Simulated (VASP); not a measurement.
# Be (P6_3/mmc) in VASP: single point with r2SCAN

Aim: the single point of Be with r2SCAN.

All numbers are computed with VASP 6.6.1; they aren't measurements. Logs are shortened: lines on timing, memory, paths and dates and some standing lists are left out, and cuts for length are marked.

## (1) The cell of the first run

Symmetry: P6_3/mmc, No. 194, hexagonal system. Conventional cell: a = 2.264 Å, b = 2.264 Å, c = 3.563 Å, α = 90.00°, β = 90.00°, γ = 120.00°. Be (site symmetry -6m2) has 12 Be at 2.21 to 2.26 Å within 2.9 Å.

## (2) Single point, r2SCAN

POSCAR reads:

```
Be
1.0
    2.2640903681      0.0000000000      0.0000000000
   -1.1320451841      1.9607597753      0.0000000000
    0.0000000000      0.0000000000      3.5633998762
Be
2
Direct
    0.3333333333      0.6666666667      0.2500000000
    0.6666666667      0.3333333333      0.7500000000
```

INCAR.step1 reads:

```
SYSTEM = Be
PREC = Accurate ; ENCUT = 520
ISMEAR = 0 ; SIGMA = 0.1
LREAL = .FALSE. ; LASPH = .TRUE.
NELM = 60 ; NBANDS = 9
GGA = PE ; ALGO = Normal
EDIFF = 1E-4 ; LWAVE = .TRUE.
LCHARG = .FALSE.
```

INCAR.step2 reads:

```
SYSTEM = Be
PREC = Accurate ; ENCUT = 520
EDIFF = 1E-6 ; ISMEAR = 0
SIGMA = 0.1 ; LREAL = .FALSE.
LASPH = .TRUE. ; NELM = 60
ALGO = Normal ; ISIF = 2
LWAVE = .FALSE. ; LCHARG = .FALSE.
METAGGA = R2SCAN ; LMIXTAU = .TRUE.
NBANDS = 9 ; ISTART = 1
```

KPOINTS reads:

```
regular mesh
0
G
  24 24 12
  0 0 0
```

Potentials or basis: VASP PAW PBE potentials, release 64 (Be).

Run with:

```bash
> cat potpaw_PBE.64/Be/POTCAR > POTCAR
> cp INCAR.step1 INCAR
> mpirun -np 1 vasp_std > vasp.out
> cp INCAR.step2 INCAR
> mpirun -np 1 vasp_std > vasp.out
```

OUTCAR:

```text
SYSTEM = Be
   PREC = Accurate
   ENCUT = 520
   EDIFF = 1E-6
   ISMEAR = 0
   LREAL = .FALSE.
   LASPH = .TRUE.
   NELM = 60
   ISIF = 2
   METAGGA = R2SCAN
   ISTART = 1

 ion  position               nearest neighbor table
   1  0.333  0.667  0.250-   2 2.21   2 2.21   2 2.21   2 2.21   2 2.21   2 2.21
   2  0.667  0.333  0.750-   1 2.21   1 2.21   1 2.21   1 2.21   1 2.21   1 2.21

  LATTYP: Found a hexagonal cell.
 ALAT       =     2.2640903681
 C/A-ratio  =     1.5738770530

  Lattice vectors:

 A1 = (   2.2640903681,   0.0000000000,   0.0000000000)
 A2 = (  -1.1320451841,   1.9607597753,   0.0000000000)
 A3 = (   0.0000000000,   0.0000000000,   3.5633998762)

Analysis of symmetry for initial positions (statically):
=====================================================================
 Subroutine PRICEL returns:
 Original cell was already a primitive cell.

 Routine SETGRP: Setting up the symmetry group for a
 hexagonal supercell.

 Subroutine GETGRP returns: Found 24 space group operations
 (whereof 12 operations were pure point group operations)
 out of a pool of 24 trial point group operations.

The static configuration has the point symmetry D_3d.
 The point group associated with its full space group is D_6h.

Analysis of symmetry for dynamics (positions and initial velocities):
=====================================================================
 Subroutine PRICEL returns:
 Original cell was already a primitive cell.

 Routine SETGRP: Setting up the symmetry group for a
 hexagonal supercell.

 Subroutine GETGRP returns: Found 24 space group operations
 (whereof 12 operations were pure point group operations)
 out of a pool of 24 trial point group operations.

The dynamic configuration has the point symmetry D_3d.
 The point group associated with its full space group is D_6h.

 Subroutine INISYM returns: Found 24 space group operations
 (whereof 12 operations are pure point group operations),
 and found     1 'primitive' translations

----------------------------------------------------------------------------------------

                                     Primitive cell

  volume of cell :      15.8191

  direct lattice vectors                    reciprocal lattice vectors
     2.264090368  0.000000000  0.000000000     0.441678483  0.255003191  0.000000000
    -1.132045184  1.960759775  0.000000000     0.000000000  0.510006383  0.000000000
     0.000000000  0.000000000  3.563399876     0.000000000  0.000000000  0.280630868

  length of vectors
     2.264090368  2.264090368  3.563399876     0.510006383  0.510006383  0.280630868

  position of ions in fractional coordinates (direct lattice)
     0.333333333  0.666666667  0.250000000
     0.666666667  0.333333333  0.750000000

  ion indices of the primitive-cell ions
   primitive index   ion index
                 1           1
                 2           2

----------------------------------------------------------------------------------------

 KPOINTS: regular mesh

Automatic generation of k-mesh.
 Grid dimensions read from file:
 generate k-points for:   24   24   12

 Generating k-lattice:

  Cartesian coordinates                     Fractional coordinates (reciprocal lattice)
     0.018403270  0.010625133  0.000000000     0.041666667  0.000000000  0.000000000
     0.000000000  0.021250266  0.000000000     0.000000000  0.041666667  0.000000000
     0.000000000  0.000000000  0.023385906     0.000000000  0.000000000  0.083333333

  Length of vectors
     0.021250266  0.021250266  0.023385906

  Shift w.r.t. Gamma in fractional coordinates (k-lattice)
     0.000000000  0.000000000  0.000000000

 Subroutine IBZKPT returns following result:
 ===========================================

 Found    427 irreducible k-points:

 Following reciprocal coordinates:
            Coordinates               Weight
  0.000000  0.000000  0.000000      1.000000
  0.041667  0.000000  0.000000      6.000000
  0.083333  0.000000  0.000000      6.000000
  0.125000  0.000000  0.000000      6.000000
  0.166667  0.000000  0.000000      6.000000
  0.208333 -0.000000  0.000000      6.000000
[... 16 lines left out ...]
  0.416667  0.041667  0.000000     12.000000
  0.458333  0.041667  0.000000     12.000000
 [... further k-points ...]
   k-points           NKPTS =    427   k-points in BZ     NKDIM =    427   number of bands    NBANDS=      9
   number of dos      NEDOS =    301   number of ions     NIONS =      2
   total plane-waves  NPLWV =   9072
   dimension x,y,z NGX =    18 NGY =   18 NGZ =   28
   dimension x,y,z NGXF=    36 NGYF=   36 NGZF=   56
   ions per type =               2
   NGX,Y,Z   is equivalent  to a cutoff of  13.22, 13.22, 13.06 a.u.
   NGXF,Y,Z  is equivalent  to a cutoff of  26.43, 26.43, 26.13 a.u.
 SYSTEM =  Be
   PREC   = accura    normal or accurate (medium, high low for compatibility)
   ISTART =      1    job   : 0-new  1-cont  2-samecut
   ICHARG =      0    charge: 1-file 2-atom 10-const
   ISPIN  =      1    spin polarized calculation?
   LNONCOLLINEAR =      F non collinear calculations
   LSORBIT =      F    spin-orbit coupling
   LASPH  =      T    aspherical Exc in radial PAW
   ENCUT  =  520.0 eV  38.22 Ry    6.18 a.u.   4.21  4.21  6.63*2*pi/ulx,y,z
   NELM   =     60;   NELMIN=  2; NELMDL=  0     # of ELM steps
   EDIFF  = 0.1E-05   stopping-criterion for ELM
   LREAL  =      F    real-space projection
   EDIFFG = 0.1E-04   stopping-criterion for IOM
   NSW    =      0    number of steps for IOM
   IBRION =     -1    ionic relax: 0-MD 1-quasi-New 2-CG
   NFREE  =      0    steps in history (QN), initial steepest desc. (CG)
   ISIF   =      2    stress and relaxation
   ISYM   =      2    0-nonsym 1-usesym 2-fastsym
   POTIM  = 0.5000    time-step for ionic-motion
   TEBEG  =    0.0;   TEEND  =   0.0 temperature during run
   PSTRESS=    0.0 pullay stress
   NELECT =       4.0000    total number of electrons
   NUPDOWN=      -1.0000    fix difference up-down
   EMIN   =  10.00;   EMAX   =-10.00  energy-range for DOS
   EFERMI =   0.00;   METHOD = LEGACY
   ISMEAR =     0;   SIGMA  =   0.10  broadening in eV -4-tet -1-fermi 0-gaus
   EFERMI_NEDOS =   21; number of points for ismear=-14 and -15
   IALGO  =     38    algorithm
   IMIX   =      4    mixing-type and parameters
     AMIX     =   0.40;   BMIX     =  1.00
     AMIX_MAG =   1.60;   BMIX_MAG =  1.00
  volume/ion in A,a.u.               =       7.91        53.38
  Fermi-wavevector in a.u.,A,eV,Ry     =   1.035223  1.956288 14.581183  1.071687
  Thomas-Fermi vector in A             =   2.169556
   LORBIT       =      0    0 simple, 1 ext, 2 COOP (PROOUT), +10 PAW based schemes
   METAGGA = R2SCAN    functional components
   LHFCALC =     F    Hartree Fock is set to
   AEXX    =    0.0000 exact exchange contribution
   IVDW    =     0    specifies the selected vdW correction
   LEPSILON=     F    determine dielectric tensor
   LRPA    =     F    only Hartree local field effects (RPA)
 non-spin polarized calculation
 Gauss-broadening in eV      SIGMA  =   0.10
  energy-cutoff  :      520.00
  volume of cell :       15.82
 maximum number of plane-waves:       446
 NGX is ok and might be reduce to    18
   NGX =  9   NGY =  9   NGZ = 13

 number of electron       4.0000000 magnetization

 Free energy of the ion-electron system (eV)
  ---------------------------------------------------
  ext. energy  EPLUGINS =         0.00000000
  ---------------------------------------------------
  free energy    TOTEN  =        -8.67958513 eV

  energy without entropy =       -8.67858473  energy(sigma->0) =       -8.67908493

 E-fermi :   7.0761     XC(G=0): -11.2592

 val. band max:        7.0327606306   @ k =   0.2917   0.2917   0.0833
 cond. band min:       7.0800897365   @ k =   0.2917   0.2917   0.0000
 fundamental gap:      0.0473291059
 Fermi energy:         7.0760614826

 k-point     1 :       0.0000    0.0000    0.0000
  band No.  band energies     occupation
      1      -5.1127      2.00000
      2       2.3792      2.00000
      3       8.1931      0.00000
      4      24.4441      0.00000
      5      24.4441      0.00000
      6      27.4791      0.00000
      7      27.4791      0.00000
      8      29.8110      0.00000
      9      35.5809      0.00000

 k-point     2 :       0.0417    0.0000    0.0000
  band No.  band energies     occupation
      1      -5.0588      2.00000
      2       2.4488      2.00000
      3       8.2115      0.00000
      4      23.9550      0.00000
      5      24.0663      0.00000
      6      27.4869      0.00000
      7      27.7118      0.00000
      8      29.7093      0.00000
      9      34.6205      0.00000

 k-point     3 :       0.0833    0.0000    0.0000
  band No.  band energies     occupation
      1      -4.8969      2.00000
      2       2.6575      2.00000
      3       8.2649      0.00000
      4      22.6856      0.00000
      5      23.2297      0.00000
      6      27.4783      0.00000
      7      28.0799      0.00000
      8      29.3709      0.00000
      9      33.0345      0.00000

 k-point     4 :       0.1250    0.0000    0.0000
  band No.  band energies     occupation
      1      -4.6271      2.00000
      2       3.0050      2.00000
      3       8.3466      0.00000
      4      20.9914      0.00000
      5      22.2644      0.00000
      6      27.4042      0.00000
      7      28.2180      0.00000
      8      28.7003      0.00000
      9      31.2406      0.00000
[... 205 lines left out ...]
 k-point    22 :       0.3750    0.0417    0.0000
  band No.  band energies     occupation
      1      -0.2522      2.00000
      2       6.1457      2.00000
      3       8.5764      0.00000
      4      13.5950      0.00000
      5      17.0594      0.00000
      6      17.2389      0.00000
      7      20.1080      0.00000
      8      25.7289      0.00000
      9      28.2919      0.00000

 k-point    23 :       0.4167    0.0417    0.0000
  band No.  band energies     occupation
      1       0.7360      2.00000
      2       4.9664      2.00000
      3       9.8220      0.00000
      4      13.9229      0.00000
      5      15.5062      0.00000
      6      16.5370      0.00000
      7      19.2862      0.00000
      8      25.5248      0.00000
      9      28.2916      0.00000

 k-point    24 :       0.4583    0.0417    0.0000
  band No.  band energies     occupation
      1       1.6044      2.00000
      2       3.9791      2.00000
      3      10.9005      0.00000
      4      14.1811      0.00000
      5      14.2755      0.00000
      6      16.1190      0.00000
      7      18.8635      0.00000
      8      25.4210      0.00000
      9      28.2934      0.00000

 [... further k-points ...]
[... 5 lines left out ...]
  --------------------------------------------------------------------------------------
  -------------------------------------------------------------------------------------
  Total        0.0155827      0.0155827      0.0235763     -0.0000000      0.0000000     -0.0000000
  in kB        1.5782264      1.5782264      2.3878282     -0.0000000      0.0000000     -0.0000000
  external PRESSURE =       1.8480937 kB  Pullay stress =       0.0000000 kB

 VOLUME and BASIS-vectors are now :
 -----------------------------------------------------------------------------
  energy-cutoff  :      520.00
  volume of cell :       15.82
      direct lattice vectors                 reciprocal lattice vectors
     2.264090368  0.000000000  0.000000000     0.441678483  0.255003191  0.000000000
    -1.132045184  1.960759775  0.000000000     0.000000000  0.510006383  0.000000000
     0.000000000  0.000000000  3.563399876     0.000000000  0.000000000  0.280630868

 POSITION                                       TOTAL-FORCE (eV/Angst)
 -----------------------------------------------------------------------------------
     -0.00000      1.30717      0.89085         0.000000      0.000000      0.000000
      1.13205      0.65359      2.67255        -0.000000      0.000000      0.000000
 -----------------------------------------------------------------------------------
    total drift:                                0.000000     -0.000000      0.000000

  FREE ENERGIE OF THE ION-ELECTRON SYSTEM (eV)
  ---------------------------------------------------
  free  energy   TOTEN  =        -8.6795851290 eV

  energy  without entropy=       -8.6785847349  energy(sigma->0) =       -8.67908493
```

It took 100 s on 1 thread of Intel Xeon 6975P-C (Granite Rapids), shared host; peak memory 0.16 GiB.

What came out:

```yaml
Free_energy: -8.6796 eV
Pressure: 0.2 GPa
Band_gap_on_the_k_mesh: zero (band 2 reaches 8.19 eV, above the bottom of band 3 at 5.98 eV)
```

Caveat: the PAW data sets were made with another functional, which shifts forces and pressure a little.
